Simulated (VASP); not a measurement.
# Co (P6_3/mmc) in VASP: a series of runs, part 2 of 2

VASP 6.6.1.

## Step 4: Single point, PBEsol, collinear spin, ferromagnetic start

This run uses another cell than the first one, of 9.97 Å³/atom, 1.060 times its volume.

File INCAR:

```
PREC = Accurate ; ENCUT = 520
EDIFF = 1E-6 ; ISMEAR = -1
SIGMA = 0.05 ; LREAL = F
LASPH = T ; NELM = 150
ALGO = Normal ; ISIF = 2
LWAVE = F ; LCHARG = F
ISPIN = 2 ; MAGMOM = 2 2
LORBIT = 11 ; LMAXMIX = 4
GGA = PS ; NBANDS = 20
```

File KPOINTS:

```
regular mesh
0
Gamma
  12 12 7
```

File POSCAR:

```
Co
1.0
    2.4248946973      0.0000000000      0.0000000000
   -1.2124473486      2.1000204093      0.0000000000
    0.0000000000      0.0000000000      3.9147794643
Co
2
Direct
    0.6666666667      0.3333333333      0.7500000000
    0.3333333333      0.6666666667      0.2500000000
```

Potentials or basis: VASP PAW PBE potentials, release 64 (Co).

On the command line:

```
$ cat potpaw_PBE.64/Co/POTCAR > POTCAR
$ mpirun -np 1 vasp_std > vasp.out
```

OUTCAR:

```text
PREC = Accurate
   ENCUT = 520
   EDIFF = 1E-6
   ISMEAR = -1
   LREAL = F
   LASPH = T
   NELM = 150
   ISIF = 2
   ISPIN = 2
   LORBIT = 11
   GGA = PS

 ion  position               nearest neighbor table
   1  0.667  0.333  0.750-   2 2.41   2 2.41   2 2.41   2 2.41   2 2.41   2 2.41
   2  0.333  0.667  0.250-   1 2.41   1 2.41   1 2.41   1 2.41   1 2.41   1 2.41

  LATTYP: Found a hexagonal cell.
 ALAT       =     2.4248946973
 C/A-ratio  =     1.6144121510

  Lattice vectors:

 A1 = (   2.4248946973,   0.0000000000,   0.0000000000)
 A2 = (  -1.2124473486,   2.1000204093,   0.0000000000)
 A3 = (   0.0000000000,   0.0000000000,   3.9147794643)

Analysis of symmetry for initial positions (statically):
=====================================================================
 Subroutine PRICEL returns:
 Original cell was already a primitive cell.

 Routine SETGRP: Setting up the symmetry group for a
 hexagonal supercell.

 Subroutine GETGRP returns: Found 24 space group operations
 (whereof 12 operations were pure point group operations)
[... 743 lines left out ...]

 spin component 2

 k-point     1 :       0.0000    0.0000    0.0000
  band No.  band energies     occupation
      1       1.9129      1.00000
      2       6.6725      1.00000
      3      10.1548      1.00000
      4      10.1583      1.00000
      5      10.1583      1.00000
      6      10.5765      1.00000
[... 541 lines left out ...]
     19      36.3372      0.00000
     20      37.8755      0.00000

 [... further k-points ...]
[... 5 lines left out ...]
  --------------------------------------------------------------------------------------
  -------------------------------------------------------------------------------------
  Total        1.1109969      1.1109969      1.1069965      0.0000000     -0.0000000      0.0000000
  in kB       89.2893667     89.2893667     88.9678585      0.0000000     -0.0000000      0.0000000
  external PRESSURE =      89.1821973 kB  Pullay stress =       0.0000000 kB

 VOLUME and BASIS-vectors are now :
 -----------------------------------------------------------------------------
  energy-cutoff  :      520.00
  volume of cell :       19.94
      direct lattice vectors                 reciprocal lattice vectors
     2.424894697  0.000000000  0.000000000     0.412389042  0.238092924  0.000000000
    -1.212447349  2.100020409  0.000000000     0.000000000  0.476185848  0.000000000
     0.000000000  0.000000000  3.914779464     0.000000000  0.000000000  0.255442231

 POSITION                                       TOTAL-FORCE (eV/Angst)
 -----------------------------------------------------------------------------------
      1.21245      0.70001      2.93608         0.000000     -0.000000      0.000000
     -0.00000      1.40001      0.97869        -0.000000      0.000000      0.000000
 -----------------------------------------------------------------------------------
    total drift:                                0.000000     -0.000000     -0.000000

  FREE ENERGIE OF THE ION-ELECTRON SYSTEM (eV)
  ---------------------------------------------------
  free  energy   TOTEN  =       -15.4566830134 eV

  energy  without entropy=      -15.4432454897  energy(sigma->0) =      -15.44996425

 total charge

# of ion       s       p       d       tot
------------------------------------------
    1        0.525   0.603   7.324   8.451
    2        0.525   0.603   7.324   8.451
--------------------------------------------------
tot          1.050   1.205  14.647  16.903

 magnetization (x)

# of ion       s       p       d       tot
------------------------------------------
    1       -0.016  -0.051   1.575   1.509
    2       -0.016  -0.051   1.575   1.509
--------------------------------------------------
tot         -0.032  -0.102   3.151   3.017
```

OSZICAR:

```text
N       E                     dE             d eps       ncg     rms          rms(c)
DAV:   1     0.833811786116E+02    0.83381E+02   -0.82547E+03  6536   0.128E+03
DAV:   2    -0.132836277188E+02   -0.96665E+02   -0.86743E+02  6176   0.220E+02
DAV:   3    -0.177952345593E+02   -0.45116E+01   -0.43603E+01  6804   0.573E+01
DAV:   4    -0.178630227339E+02   -0.67788E-01   -0.67738E-01  7548   0.612E+00
DAV:   5    -0.178649599786E+02   -0.19372E-02   -0.19371E-02  7116   0.987E-01    0.174E+01
DAV:   6    -0.158279161091E+02    0.20370E+01   -0.72806E+00  6940   0.574E+01    0.627E+00
DAV:   7    -0.155043715158E+02    0.32354E+00   -0.10156E+00  7408   0.193E+01    0.400E+00
DAV:   8    -0.154740976399E+02    0.30274E-01   -0.14100E-02  9032   0.127E+00    0.188E+00
DAV:   9    -0.154575095839E+02    0.16588E-01   -0.20861E-03 10344   0.877E-01    0.466E-01
DAV:  10    -0.154566793619E+02    0.83022E-03   -0.58606E-04  8060   0.296E-01    0.732E-02
DAV:  11    -0.154566863036E+02   -0.69416E-05   -0.21689E-05  7900   0.504E-02    0.294E-02
DAV:  12    -0.154566831537E+02    0.31499E-05   -0.36958E-06  6808   0.172E-02    0.180E-02
DAV:  13    -0.154566830134E+02    0.14027E-06   -0.19679E-06  5728   0.166E-02
   1 F= -.15456683E+02 E0= -.15449964E+02  d E =-.134375E-01  mag=     3.0171
```

It took 32 s on 1 thread of Intel Xeon Platinum 8559C (Emerald Rapids), shared host; peak memory 0.16 GiB.

Results:

```
Free energy                                           : -15.4567 eV
Pressure                                              : 8.9 GPa
Net moment                                            : 3.02 μB per cell
Site moments                                          : Co +1.51 μB
Valence electrons inside the program's atomic spheres : Co 8.45
```

Caveat: the PAW data sets were made with another functional, which shifts forces and pressure a little.

## Step 5: Single point, PBEsol, collinear spin, ferromagnetic start

This run uses another cell than the first one, of 10.15 Å³/atom, 1.080 times its volume.

File INCAR:

```
PREC = Accurate
ENCUT = 520
EDIFF = 1E-7
ISMEAR = -1
SIGMA = 0.05
LREAL = False
LASPH = True
NELM = 150
ALGO = Normal
ISIF = 2
LWAVE = False
LCHARG = False
ISPIN = 2
MAGMOM = 2 2
LORBIT = 11
LMAXMIX = 4
GGA = PS
NBANDS = 20
```

File KPOINTS:

```
Automatic mesh
0
Gamma
  12 12 7
```

File POSCAR:

```
Co
1.0
    2.4400833288      0.0000000000      0.0000000000
   -1.2200416644      2.1131741501      0.0000000000
    0.0000000000      0.0000000000      3.9381747186
Co
2
Direct
    0.6666666667      0.3333333333      0.7500000000
    0.3333333333      0.6666666667      0.2500000000
```

On the command line:

```
$ cat potpaw_PBE.64/Co/POTCAR > POTCAR
$ mpirun -np 1 vasp_std > vasp.out
```

Run time: 42 s. Hardware: 1 thread of Intel Xeon Platinum 8559C (Emerald Rapids), shared host; peak memory 0.16 GiB.

Results (log left out):

```yaml
Free_energy: -15.4716 eV
Pressure: 4.0 GPa
Net_moment: 3.06 μB per cell
Site_moments: Co +1.53 μB
Valence_electrons_inside_the_program's_atomic_spheres: Co 8.41
```

Levels at points of the mesh, in eV from the Fermi level:
Spin up:
```csv
k point,band 8,band 9,band 10,band 11,band 12,band 13
"(0.00, 0.00, 0.00)",-1.90,-1.90,-0.67,-0.67,-0.14,6.99
"(0.50, 0.00, 0.00)",-0.53,-0.41,-0.36,1.51,3.66,10.21
```
Spin down:
```
           k point  band 5  band 6  band 7  band 8  band 9  band 10
(0.00, 0.00, 0.00)   -1.11   -0.70   -0.70   -0.25   -0.25    -0.11
(0.50, 0.00, 0.00)   -1.29   -1.16   -0.71    1.24    1.40     1.43
```

Caveat: the PAW data sets were made with another functional, which shifts forces and pressure a little.

## Step 6: Single point, PBEsol, collinear spin, ferromagnetic start

This run uses another cell than the first one, of 10.36 Å³/atom, 1.102 times its volume.

File INCAR:

```
SYSTEM = Co
ALGO = Normal ; EDIFF = 1E-6
ENCUT = 520 ; GGA = PS
ISIF = 2 ; ISMEAR = -1
ISPIN = 2 ; LASPH = .TRUE.
LCHARG = .FALSE. ; LMAXMIX = 4
LORBIT = 11 ; LREAL = .FALSE.
LWAVE = .FALSE. ; MAGMOM = 2 2
NBANDS = 20 ; NELM = 150
PREC = Accurate ; SIGMA = 0.05
```

File KPOINTS:

```
k-points
0
G
  12 12 7
  0 0 0
```

File POSCAR:

```
Co
1.0
    2.4571387613      0.0000000000      0.0000000000
   -1.2285693807      2.1279445879      0.0000000000
    0.0000000000      0.0000000000      3.9639208213
Co
2
Direct
    0.6666666667      0.3333333333      0.7500000000
    0.3333333333      0.6666666667      0.2500000000
```

Potentials or basis: VASP PAW PBE potentials, release 64 (Co).

On the command line:

```
$ cat potpaw_PBE.64/Co/POTCAR > POTCAR
$ mpirun -np 1 vasp_std > vasp.out
```

Wall time 34 s (1 thread of Intel Xeon Platinum 8559C (Emerald Rapids), shared host); peak memory 0.16 GiB.

Results (log left out):

```yaml
Free_energy: -15.4756 eV
Pressure: -0.9 GPa
Net_moment: 3.11 μB per cell
Site_moments: Co +1.56 μB
Valence_electrons_inside_the_program's_atomic_spheres: Co 8.37
```

Levels at points of the mesh, in eV from the Fermi level:
Spin up:
```
           k point  band 9  band 10  band 11  band 12  band 13  band 14
(0.00, 0.00, 0.00)   -1.90    -0.71    -0.71    -0.12     6.80    22.28
(0.50, 0.00, 0.00)   -0.46    -0.41     1.44     3.54    10.04    10.74
```
Spin down:
| k point | band 3 | band 4 | band 5 | band 6 | band 7 | band 8 | band 9 | band 10 | band 11 | band 12 |
| --- | --- | --- | --- | --- | --- | --- | --- | --- | --- | --- |
| (0.00, 0.00, 0.00) | -1.06 | -1.05 | -1.05 | -0.66 | -0.66 | -0.22 | -0.22 | -0.10 | 1.09 | 1.09 |
| (0.50, 0.00, 0.00) | -3.47 | -1.94 | -1.23 | -1.11 | -0.67 | 1.23 | 1.38 | 1.41 | 2.68 | 4.52 |

Caveat: the PAW data sets were made with another functional, which shifts forces and pressure a little.

## Step 7: The runs side by side

| cell | gap on the mesh (eV) | pressure (GPa) | moment (μB) |
| --- | --- | --- | --- |
| a = 2.377, b = 2.377, c = 3.841 Å, angles 90.0, 90.0, 120.0°, 2 atoms | none | 28.7 | 2.97 |
| a = 2.399, b = 2.399, c = 3.875 Å, angles 90.0, 90.0, 120.0°, 2 atoms | none | 18.8 | 2.98 |
| a = 2.425, b = 2.425, c = 3.915 Å, angles 90.0, 90.0, 120.0°, 2 atoms | none | 8.9 | 3.02 |
| a = 2.440, b = 2.440, c = 3.938 Å, angles 90.0, 90.0, 120.0°, 2 atoms | none | 4.0 | 3.06 |
| a = 2.457, b = 2.457, c = 3.964 Å, angles 90.0, 90.0, 120.0°, 2 atoms | none | -0.9 | 3.11 |

Alike in all rows: task single point; level PBEsol; potentials or basis VASP PAW PBE potentials, release 64 (Co); spin collinear, ferromagnetic start; k mesh 12 × 12 × 7; cutoff (eV) 520; smearing fermi-dirac 0.05 eV.

Caveats: the PAW data sets were made with another functional, which shifts forces and pressure a little.

Total energies depend on the potentials used, so only differences within one code and one set of settings carry meaning.
